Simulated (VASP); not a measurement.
Write the native input for VASP 6.6.1 that does the following.

```
Task                   : single point
Functional             : PBE
Potentials or basis    : VASP PAW PBE potentials, release 64 (Ba_sv, Zr_sv, O)
Cutoff                 : 520 eV
k mesh                 : 8 × 8 × 8
Occupations            : gaussian, width 0.05 eV
Spin                   : no spin polarisation
Dipole correction      : no
Further INCAR settings : ALGO = Normal; EDIFF = 1e-06; NBANDS = 28
```

The structure of BaZrO3 lies in POSCAR:

```
BaZrO3
1.0
    4.3248309044      0.0000000000      0.0000000000
    0.0000000000      4.3248309044      0.0000000000
    0.0000000000      0.0000000000      4.3248309044
Ba Zr O
1 1 3
Direct
    0.0000000000      0.0000000000      0.0000000000
    0.5000000000      0.5000000000      0.5000000000
    0.0000000000      0.5000000000      0.5000000000
    0.5000000000      0.5000000000      0.0000000000
    0.5000000000      0.0000000000      0.5000000000
```

These files were run (other wordings do the same):

INCAR

```
ALGO     = Normal         # electronic algorithm
EDIFF    = 1E-6           # SCF threshold, eV
ENCUT    = 520            # plane-wave cutoff, eV
GGA      = PE             # functional
ISIF     = 2              # what is computed and relaxed
ISMEAR   = 0              # smearing method
LASPH    = True           # aspherical terms in the spheres
LCHARG   = False          # write CHGCAR
LREAL    = False          # projectors in reciprocal space
LWAVE    = False          # write WAVECAR
NBANDS   = 28             # bands
NELM     = 60             # most SCF steps
PREC     = Accurate       # precision mode
SIGMA    = 0.05           # smearing width, eV
```

KPOINTS

```
k-points
0
Gamma
  8 8 8
```

Potentials or basis: VASP PAW PBE potentials, release 64 (Ba_sv, Zr_sv, O).

Command:

```sh
$ cat potpaw_PBE.64/Ba_sv/POTCAR potpaw_PBE.64/Zr_sv/POTCAR potpaw_PBE.64/O/POTCAR > POTCAR
$ mpirun -np 1 vasp_std > vasp.out
```

Results of the run:

* Pressure: -8.1 GPa
* Band gap on the k mesh: 2.97 eV (least direct gap 3.28 eV)

Caveat: the cell stands under tension; spin-orbit coupling is left out, which moves the levels of the heavy elements.

It took 50 s on 1 thread of AMD EPYC 7R13 Processor (Zen 3), with other jobs on the host, peak memory 0.2 GiB.
